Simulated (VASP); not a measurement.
Crystal: SiC2.

```
CELL_PARAMETERS angstrom
2.67882 0.00000 0.00000
-1.33941 2.31992 0.00000
0.00000 0.00000 13.13808
ATOMIC_POSITIONS crystal
Si 0.66667 0.33333 0.83333
Si 0.66667 0.33333 0.16667
C 0.33333 0.66667 0.66667
C 0.33333 0.66667 0.00000
C 0.33333 0.66667 0.33333
C 0.66667 0.33333 0.50000
```

- Program: VASP 6.6.1
- Task: relaxation of cell and atoms
- Functional: PBE
- Potentials or basis: VASP PAW PBE potentials, release 64 (Si, C)
- Cutoff: 600 eV
- k mesh: 6 × 6 × 2
- Occupations: gaussian, width 0.1 eV
- Spin: no spin polarisation

At the start: pressure -21.9 GPa; volume 13.61 Å³/atom.

Question: How do energy, volume and symmetry change on relaxing?

Answer: Over 27 steps the energy falls by 1705.8 meV/atom and the volume is 8.25 Å³/atom (-39.4 %); space group P-6m2 (No. 187, to 0.05 Å).

Step by step:
| step | energy change (eV) | largest force (eV/Å) | pressure (GPa) | volume (Å³) |
| --- | --- | --- | --- | --- |
| 1 | 0.0000 | 0.2364 | -21.95 | 81.65 |
| 2 | -2.6627 | 0.4338 | -10.75 | 61.48 |
| 3 | -3.1091 | 0.6923 | -0.90 | 55.33 |
| 4 | -2.4549 | 1.0910 | 46.29 | 44.25 |
| 5 | -3.1650 | 0.8003 | 4.13 | 53.40 |
| 6 | -4.8011 | 1.3706 | 10.90 | 49.14 |
| 7 | 3.7671 | 15.2681 | 237.04 | 32.31 |
| 8 | -7.0109 | 2.4324 | 23.94 | 45.42 |
| 9 | -7.6547 | 2.9598 | 80.57 | 39.30 |
| 10 | -8.3686 | 3.2338 | 50.53 | 41.80 |
| 11 | -8.8293 | 2.6621 | 46.02 | 42.19 |
| 12 | -8.9713 | 1.7341 | 43.49 | 42.60 |
| 13 | -9.4038 | 1.0453 | 30.63 | 44.15 |
| 14 | -9.9429 | 0.5360 | 5.14 | 48.37 |
| 15 | -9.9680 | 0.4647 | 0.65 | 49.40 |
| 16 | -9.9693 | 0.4346 | -0.70 | 49.73 |
| 17 | -9.9691 | 0.4488 | -0.08 | 49.58 |
| 18 | -9.9781 | 0.4550 | -0.19 | 49.56 |
| 19 | -10.0068 | 0.4361 | -0.59 | 49.50 |
| 20 | -10.0658 | 0.3628 | -0.75 | 49.39 |
| 21 | -10.1942 | 0.2345 | 0.06 | 49.13 |
| 22 | -10.1303 | 0.3781 | 7.52 | 48.53 |
| 23 | -10.2310 | 0.0752 | 2.22 | 48.93 |
| 24 | -10.2277 | 0.1692 | -2.53 | 50.09 |
| 25 | -10.2345 | 0.0452 | 0.19 | 49.41 |
| 26 | -10.2338 | 0.0787 | -0.33 | 49.62 |
| 27 | -10.2349 | 0.0192 | -0.01 | 49.49 |

Final structure:
```
CELL_PARAMETERS angstrom
2.70497 0.00000 0.00000
-1.35249 2.34258 0.00000
0.00000 0.00000 7.80984
ATOMIC_POSITIONS crystal
Si 0.66667 0.33333 0.84142
Si 0.66667 0.33333 0.15858
C 0.33333 0.66667 0.62856
C 0.33333 0.66667 0.00000
C 0.33333 0.66667 0.37144
C 0.66667 0.33333 0.50000
```

Caveat: the k points lie up to 0.45 Å⁻¹ apart in the final cell; the volume moved by over 15 % at a fixed basis, so the end points are rough.
